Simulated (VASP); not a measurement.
# Ga2O3 (C2/c) in VASP: a series of runs, part 2 of 2

VASP 6.6.1. Earlier steps stand in the parts before.

**3. Single point, PBE (strain +0.0150 x Voigt [0, 0, 0, 1, 0, 0])**

Contents of INCAR:

```
PREC     = Accurate       # precision mode
ENCUT    = 520            # plane-wave cutoff, eV
EDIFF    = 1E-6           # SCF threshold, eV
ISMEAR   = 0              # smearing method
SIGMA    = 0.05           # smearing width, eV
LREAL    = False          # projectors in reciprocal space
LASPH    = True           # aspherical terms in the spheres
NELM     = 60             # most SCF steps
ALGO     = Normal         # electronic algorithm
ISIF     = 2              # what is computed and relaxed
LWAVE    = False          # write WAVECAR
LCHARG   = False          # write CHGCAR
GGA      = PE             # functional
NBANDS   = 55             # bands
```

Contents of KPOINTS:

```
regular mesh
0
Gamma
  6 6 6
```

Contents of POSCAR:

```
Ga2O3
1.0
    2.5287245564      1.4940175674      4.5519849112
   -2.5287245564      1.4940175674      4.5519849112
    0.0000000000     -2.8858618425      4.5191358157
Ga O
4 6
Direct
    0.3558687539      0.3558687539      0.3558687539
    0.1441312461      0.1441312461      0.1441312461
    0.6441312461      0.6441312461      0.6441312461
    0.8558687539      0.8558687539      0.8558687539
    0.5531733332      0.9468266668      0.2500000000
    0.2500000000      0.5531733332      0.9468266668
    0.9468266668      0.2500000000      0.5531733332
    0.4468266668      0.0531733332      0.7500000000
    0.7500000000      0.4468266668      0.0531733332
    0.0531733332      0.7500000000      0.4468266668
```

Potentials or basis: VASP PAW PBE potentials, release 64 (Ga_d, O).

The run is started by

```
> cat potpaw_PBE.64/Ga_d/POTCAR potpaw_PBE.64/O/POTCAR > POTCAR
> mpirun -np 1 vasp_std > vasp.out
```

OUTCAR:

```text
PREC = Accurate
   ENCUT = 520
   EDIFF = 1E-6
   ISMEAR = 0
   LREAL = False
   LASPH = True
   NELM = 60
   ISIF = 2
   GGA = PE

 ion  position               nearest neighbor table
   1  0.356  0.356  0.356-   8 1.94  10 1.95   9 1.96   6 2.09   5 2.11   7 2.12   2 2.88
   2  0.144  0.144  0.144-   8 1.94   9 1.95  10 1.96   7 2.09   5 2.11   6 2.12   1 2.88
   3  0.644  0.644  0.644-   5 1.94   7 1.95   6 1.96   9 2.09   8 2.11  10 2.12   4 2.88
   4  0.856  0.856  0.856-   5 1.94   6 1.95   7 1.96  10 2.09   8 2.11   9 2.12   3 2.88
   5  0.553  0.947  0.250-   3 1.94   4 1.94   1 2.11   2 2.11
   6  0.250  0.553  0.947-   4 1.95   3 1.96   1 2.09   2 2.12
   7  0.947  0.250  0.553-   3 1.95   4 1.96   2 2.09   1 2.12
   8  0.447  0.053  0.750-   1 1.94   2 1.94   3 2.11   4 2.11
   9  0.750  0.447  0.053-   2 1.95   1 1.96   3 2.09   4 2.12
  10  0.053  0.750  0.447-   1 1.95   2 1.96   4 2.09   3 2.12

  LATTYP: Found a base centered monoclinic cell.
 ALAT       =     8.7600051846
 B/A-ratio  =     0.5773340319
 C/A-ratio  =     0.6120973596
 COS(beta)  =    -0.5318725956

  Lattice vectors:

 A1 = (   2.5287245564,   4.3798794099,   0.0328490955)
 A2 = (  -2.5287245564,   4.3798794099,   0.0328490955)
 A3 = (   0.0000000000,  -2.8858618425,   4.5191358157)

Analysis of symmetry for initial positions (statically):
=====================================================================
 Subroutine PRICEL returns:
 Original cell was already a primitive cell.

 Routine SETGRP: Setting up the symmetry group for a
 base centered monoclinic supercell.

 Subroutine GETGRP returns: Found  4 space group operations
 (whereof  2 operations were pure point group operations)
 out of a pool of  4 trial point group operations.

The static configuration has the point symmetry S_2 .
[... 149 lines left out ...]
   IMIX   =      4    mixing-type and parameters
     AMIX     =   0.40;   BMIX     =  1.00
     AMIX_MAG =   1.60;   BMIX_MAG =  1.00
  volume/ion in A,a.u.               =      10.06        67.88
  Fermi-wavevector in a.u.,A,eV,Ry     =   1.565769  2.958874 33.356485  2.451632
  Thomas-Fermi vector in A             =   2.668196
   LORBIT       =      0    0 simple, 1 ext, 2 COOP (PROOUT), +10 PAW based schemes
   GGA     = PE    functional components
   LHFCALC =     F    Hartree Fock is set to
   AEXX    =    0.0000 exact exchange contribution
   IVDW    =     0    specifies the selected vdW correction
   LEPSILON=     F    determine dielectric tensor
   LRPA    =     F    only Hartree local field effects (RPA)
 non-spin polarized calculation
 Gauss-broadening in eV      SIGMA  =   0.05
  energy-cutoff  :      520.00
  volume of cell :      100.58
 maximum number of plane-waves:      2726
   NGX = 21   NGY = 21   NGZ = 19

 number of electron      88.0000002 magnetization

 Free energy of the ion-electron system (eV)
  ---------------------------------------------------
  ext. energy  EPLUGINS =         0.00000000
  ---------------------------------------------------
  free energy    TOTEN  =       -59.38693834 eV

  energy without entropy =      -59.38693834  energy(sigma->0) =      -59.38693834

 E-fermi :   4.3227     XC(G=0): -11.9632

 val. band max:        4.1190976049   @ k =  -0.1667   0.1667   0.0000
 cond. band min:       6.5012127378   @ k =   0.0000   0.0000   0.0000
 fundamental gap:      2.3821151329
 Fermi energy:         4.3226631957

 k-point     1 :       0.0000    0.0000    0.0000
  band No.  band energies     occupation
      1     -14.5790      2.00000
      2     -12.7613      2.00000
      3     -12.7137      2.00000
      4     -12.6943      2.00000
      5     -12.6754      2.00000
      6     -12.6368      2.00000
[... 1381 lines left out ...]
     54      15.3216      0.00000
     55      16.2368      0.00000

 [... further k-points ...]
[... 5 lines left out ...]
  --------------------------------------------------------------------------------------
  -------------------------------------------------------------------------------------
  Total        0.6553031      0.7506559      0.6051212      0.0000000     -0.8391519      0.0000000
  in kB       10.4382740     11.9571423      9.6389303      0.0000000    -13.3667876      0.0000000
  external PRESSURE =      10.6781155 kB  Pullay stress =       0.0000000 kB

 VOLUME and BASIS-vectors are now :
 -----------------------------------------------------------------------------
  energy-cutoff  :      520.00
  volume of cell :      100.58
      direct lattice vectors                 reciprocal lattice vectors
     2.528724556  1.494017567  4.551984911     0.197728139  0.113614250  0.072552594
    -2.528724556  1.494017567  4.551984911    -0.197728139  0.113614250  0.072552594
     0.000000000 -2.885861843  4.519135816     0.000000000 -0.228880198  0.075121303

 POSITION                                       TOTAL-FORCE (eV/Angst)
 -----------------------------------------------------------------------------------
      0.00000      0.03636      4.84804        -0.029891      0.091328      0.006986
      0.00000      0.01473      1.96352        -0.029891     -0.091328     -0.006986
      0.00000      0.06581      8.77507         0.029891     -0.091328     -0.006986
      0.00000      0.08745     11.65959         0.029891      0.091328      0.006986
     -0.99544      1.51956      7.95776        -0.035786     -0.000000      0.000000
     -0.76664     -1.53246      7.93487         0.038081      0.033538      0.035204
      1.76208      0.19170      7.94780         0.038081     -0.033538     -0.035204
      0.99544     -1.41739      5.66534         0.035786     -0.000000      0.000000
      0.76664      1.63463      5.68823        -0.038081     -0.033538     -0.035204
     -1.76208     -0.08952      5.67530        -0.038081      0.033538      0.035204
 -----------------------------------------------------------------------------------
    total drift:                               -0.000000      0.000000     -0.000000

  FREE ENERGIE OF THE ION-ELECTRON SYSTEM (eV)
  ---------------------------------------------------
  free  energy   TOTEN  =       -59.3869383415 eV

  energy  without entropy=      -59.3869383415  energy(sigma->0) =      -59.38693834
```

OSZICAR:

```text
N       E                     dE             d eps       ncg     rms          rms(c)
DAV:   1     0.119564629658E+04    0.11956E+04   -0.39863E+04  9028   0.297E+03
DAV:   2     0.195907994920E+03   -0.99974E+03   -0.93824E+03  7584   0.809E+02
DAV:   3    -0.476589533703E+02   -0.24357E+03   -0.23652E+03  8575   0.258E+02
DAV:   4    -0.672119507763E+02   -0.19553E+02   -0.19318E+02  9404   0.786E+01
DAV:   5    -0.679110398101E+02   -0.69909E+00   -0.69745E+00  9628   0.154E+01    0.171E+01
DAV:   6    -0.593028714610E+02    0.86082E+01   -0.28869E+01 13410   0.579E+01    0.472E+00
DAV:   7    -0.594343666993E+02   -0.13150E+00   -0.27484E+00  8358   0.945E+00    0.325E+00
DAV:   8    -0.594170024454E+02    0.17364E-01   -0.48051E-01 11106   0.517E+00    0.130E+00
DAV:   9    -0.593857387823E+02    0.31264E-01   -0.16960E-01 11921   0.447E+00    0.194E-01
DAV:  10    -0.593867675494E+02   -0.10288E-02   -0.11264E-02 10428   0.991E-01    0.548E-02
DAV:  11    -0.593869233033E+02   -0.15575E-03   -0.13954E-03  9040   0.415E-01    0.263E-02
DAV:  12    -0.593869364335E+02   -0.13130E-04   -0.21104E-04  9419   0.128E-01    0.138E-02
DAV:  13    -0.593869387028E+02   -0.22693E-05   -0.25569E-05 10008   0.294E-02    0.422E-03
DAV:  14    -0.593869383415E+02    0.36130E-06   -0.20245E-06  6814   0.910E-03
   1 F= -.59386938E+02 E0= -.59386938E+02  d E =-.188879E-10
```

Run time: 3.3 min. Hardware: 1 thread of Intel Xeon 6975P-C (Granite Rapids), shared host; peak memory 0.41 GiB.

What came out:

* Free energy: -59.3869 eV
* Pressure: 1.1 GPa
* Largest force: 0.096 eV/Å
* Band gap on the k mesh: 2.38 eV, indirect (least direct gap 2.62 eV)

Forces on the atoms (eV/Å):
```
Ga  -0.030  0.091  0.007
Ga  -0.030 -0.091 -0.007
Ga   0.030 -0.091 -0.007
Ga   0.030  0.091  0.007
O   -0.036  0.000  0.000
O    0.038  0.034  0.035
O    0.038 -0.034 -0.035
O    0.036  0.000  0.000
O   -0.038 -0.034 -0.035
O   -0.038  0.034  0.035
```

Stress tensor (GPa, compression positive):
```
 1.04  0.00  0.00
 0.00  1.20 -1.34
 0.00 -1.34  0.96
```

Levels at points of the mesh, in eV from the valence-band top:
```tsv
k point	band 40	band 41	band 42	band 43	band 44	band 45	band 46	band 47	band 48	band 49
(0.00, 0.00, 0.00)	-0.33	-0.33	-0.32	-0.25	-0.24	2.38	6.29	6.54	8.50	9.73
(0.50, 0.00, 0.00)	-1.16	-0.97	-0.93	-0.15	-0.15	5.98	6.02	6.34	6.37	9.60
(0.50, 0.50, 0.00)	-1.00	-0.84	-0.69	-0.23	-0.16	6.11	6.31	7.22	7.27	8.46
(0.00, 0.00, 0.50)	-1.18	-0.92	-0.92	-0.18	-0.18	5.99	5.99	6.36	6.36	9.63
(0.50, 0.00, 0.50)	-0.98	-0.83	-0.71	-0.28	-0.16	6.11	6.34	7.22	7.25	8.45
(0.50, 0.50, 0.50)	-1.41	-0.32	-0.32	-0.28	-0.28	5.46	5.46	7.47	7.47	9.18
```

Caveat: the cell differs from its parent crystal (strain +0.0150 x Voigt [0, 0, 0, 1, 0, 0]). A k mesh can miss the band edges.

**4. Single point, PBE (strain +0.0300 x Voigt [0, 0, 0, 1, 0, 0])**

Contents of INCAR:

```
PREC = Accurate
ENCUT = 520
EDIFF = 1E-6
ISMEAR = 0
SIGMA = 0.05
LREAL = False
LASPH = True
NELM = 60
ALGO = Normal
ISIF = 2
LWAVE = False
LCHARG = False
GGA = PE
NBANDS = 55
```

Contents of KPOINTS:

```
Automatic mesh
0
Gamma
  6 6 6
```

POSCAR: that of step 3 with these lines changed.

```diff
@@ -2,5 +2,5 @@
 1.0
-    2.5287245564      1.4940175674      4.5519849112
-   -2.5287245564      1.4940175674      4.5519849112
-    0.0000000000     -2.8858618425      4.5191358157
+    2.5287245564      1.5280753315      4.5629346097
+   -2.5287245564      1.5280753315      4.5629346097
+    0.0000000000     -2.8518040785      4.4972364186
 Ga O
```

The run is started by

```
> cat potpaw_PBE.64/Ga_d/POTCAR potpaw_PBE.64/O/POTCAR > POTCAR
> mpirun -np 1 vasp_std > vasp.out
```

Wall time 2.9 min (1 thread of Intel Xeon 6975P-C (Granite Rapids), shared host); peak memory 0.41 GiB.

The run converged. Its results:

```
Free energy            : -59.3680 eV
Pressure               : 1.2 GPa
Largest force          : 0.192 eV/Å
Band gap on the k mesh : 2.37 eV, indirect (least direct gap 2.62 eV)
```

Forces on the atoms (eV/Å):
```
Ga  -0.061  0.182  0.009
Ga  -0.061 -0.182 -0.009
Ga   0.061 -0.182 -0.009
Ga   0.061  0.182  0.009
O   -0.066  0.000  0.000
O    0.073  0.072  0.069
O    0.073 -0.072 -0.069
O    0.066  0.000  0.000
O   -0.073 -0.072 -0.069
O   -0.073  0.072  0.069
```

Stress tensor (GPa, compression positive):
```
 1.09  0.00  0.00
 0.00  1.44 -2.66
 0.00 -2.66  1.14
```

Levels at points of the mesh, in eV from the valence-band top:
```tsv
k point	band 42	band 43	band 44	band 45	band 46	band 47
(0.00, 0.00, 0.00)	-0.33	-0.27	-0.24	2.37	6.29	6.53
(0.50, 0.00, 0.00)	-0.92	-0.14	-0.14	5.95	6.03	6.32
(0.50, 0.50, 0.00)	-0.68	-0.21	-0.17	6.10	6.29	7.20
(0.00, 0.00, 0.50)	-0.91	-0.21	-0.21	5.97	5.97	6.36
(0.50, 0.00, 0.50)	-0.73	-0.30	-0.17	6.10	6.34	7.22
(0.50, 0.50, 0.50)	-0.35	-0.27	-0.27	5.45	5.45	7.46
```

Caveat: the cell differs from its parent crystal (strain +0.0300 x Voigt [0, 0, 0, 1, 0, 0]). A k mesh can miss the band edges.

**5. Single point, PBE (strain -0.0150 x Voigt [0, 0, 0, 1, 0, 0])**

INCAR is that of step 4.

KPOINTS is that of step 4.

POSCAR: that of step 4 with these lines changed.

```diff
@@ -2,5 +2,5 @@
 1.0
-    2.5287245564      1.5280753315      4.5629346097
-   -2.5287245564      1.5280753315      4.5629346097
-    0.0000000000     -2.8518040785      4.4972364186
+    2.5287245564      1.4259020392      4.5300855142
+   -2.5287245564      1.4259020392      4.5300855142
+    0.0000000000     -2.9539773707      4.5629346097
 Ga O
```

The run is started by

```
> cat potpaw_PBE.64/Ga_d/POTCAR potpaw_PBE.64/O/POTCAR > POTCAR
> mpirun -np 1 vasp_std > vasp.out
```

Run time: 2.7 min. Hardware: 1 thread of Intel Xeon 6975P-C (Granite Rapids), shared host; peak memory 0.41 GiB.

Results (log left out):

```yaml
Free_energy: -59.3869 eV
Pressure: 1.1 GPa
Largest_force: 0.096 eV/Å
Band_gap_on_the_k_mesh: 2.39 eV, indirect (least direct gap 2.62 eV)
```

Forces in eV/Å, atoms in the order of the input:
```
Ga   0.028 -0.092  0.007
Ga   0.028  0.092 -0.007
Ga  -0.028  0.092 -0.007
Ga  -0.028 -0.092  0.007
O    0.025  0.000  0.000
O   -0.033 -0.043 -0.036
O   -0.033  0.043  0.036
O   -0.025  0.000  0.000
O    0.033  0.043  0.036
O    0.033 -0.043 -0.036
```

Stress tensor (GPa, compression positive):
```
1.18 0.00 0.00
0.00 1.07 1.35
0.00 1.35 0.97
```

Levels at points of the mesh, in eV from the valence-band top:
```
           k point  band 40  band 41  band 42  band 43  band 44  band 45  band 46  band 47  band 48  band 49
(0.00, 0.00, 0.00)    -0.33    -0.32    -0.32    -0.25    -0.23     2.39     6.30     6.55     8.50     9.74
(0.50, 0.00, 0.00)    -1.15    -0.95    -0.90    -0.17    -0.16     5.97     6.02     6.35     6.38     9.62
(0.50, 0.50, 0.00)    -0.97    -0.83    -0.72    -0.29    -0.15     6.11     6.35     7.23     7.24     8.45
(0.00, 0.00, 0.50)    -1.17    -0.95    -0.95    -0.13    -0.13     6.00     6.00     6.36     6.36     9.60
(0.50, 0.00, 0.50)    -0.99    -0.83    -0.69    -0.25    -0.16     6.11     6.33     7.22     7.27     8.46
(0.50, 0.50, 0.50)    -1.41    -0.32    -0.32    -0.28    -0.28     5.47     5.47     7.47     7.47     9.18
```

Caveat: the cell differs from its parent crystal (strain -0.0150 x Voigt [0, 0, 0, 1, 0, 0]). A k mesh can miss the band edges.

**6. Summary**

```csv
cell,gap on the mesh (eV),pressure (GPa),largest force (eV/Å)
"a = 5.362, b = 5.362, c = 5.473 Å, angles 55.6, 55.6, 56.3°, 10 atoms",2.38,1.2,0.19
"a = 5.417, b = 5.417, c = 5.362 Å, angles 56.0, 56.0, 55.7°, 10 atoms",2.38,1.1,0.10
"a = 5.436, b = 5.436, c = 5.325 Å, angles 56.1, 56.1, 55.4°, 10 atoms",2.37,1.2,0.19
"a = 5.380, b = 5.380, c = 5.436 Å, angles 55.8, 55.8, 56.1°, 10 atoms",2.39,1.1,0.10
```

Alike in all rows: task single point; level PBE; potentials or basis VASP PAW PBE potentials, release 64 (Ga_d, O); no spin polarisation; k mesh 6 × 6 × 6; cutoff (eV) 520; smearing gaussian 0.05 eV.

Total energies depend on the potentials used, so only differences within one code and one set of settings carry meaning.
